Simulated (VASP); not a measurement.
Here is a VASP 6.6.1 calculation.

The input INCAR:

```
SYSTEM = BAs
  PREC = Accurate
  ENCUT = 520
  EDIFF = 1E-8
  ISMEAR = -1
  SIGMA = 0.08
  LREAL = .False.
  LASPH = .True.
  NELM = 80
  ALGO = Normal
  ISIF = 2
  LWAVE = .False.
  LCHARG = .False.
  GGA = PE
  LEFG = .True.
  NBANDS = 11
```

Contents of KPOINTS:

```
Automatic mesh
0
Gamma
  15 15 15
  0 0 0
```

The input POSCAR:

```
BAs
1.0
    0.0000000000      2.3559877699      2.3559877699
    2.3559877699      0.0000000000      2.3559877699
    2.3559877699      2.3559877699      0.0000000000
B As
1 1
Direct
    0.0000000000      0.0000000000      0.0000000000
    0.2500000000      0.2500000000      0.2500000000
```

Potentials or basis: VASP PAW PBE potentials, release 64 (B, As).

The run is started by

```sh
$ cat potpaw_PBE.64/B/POTCAR potpaw_PBE.64/As/POTCAR > POTCAR
$ mpirun -np 1 vasp_std > vasp.out
```

Predict the band gap on the k mesh.

1.13 eV, indirect (least direct gap 3.33 eV).

What does it give for the pressure?

10.0 GPa.

Caveat: without QUAD_EFG the Cq values of the log hold for a quadrupole moment of 1 mb, not for the nuclei. A k mesh can miss the band edges.
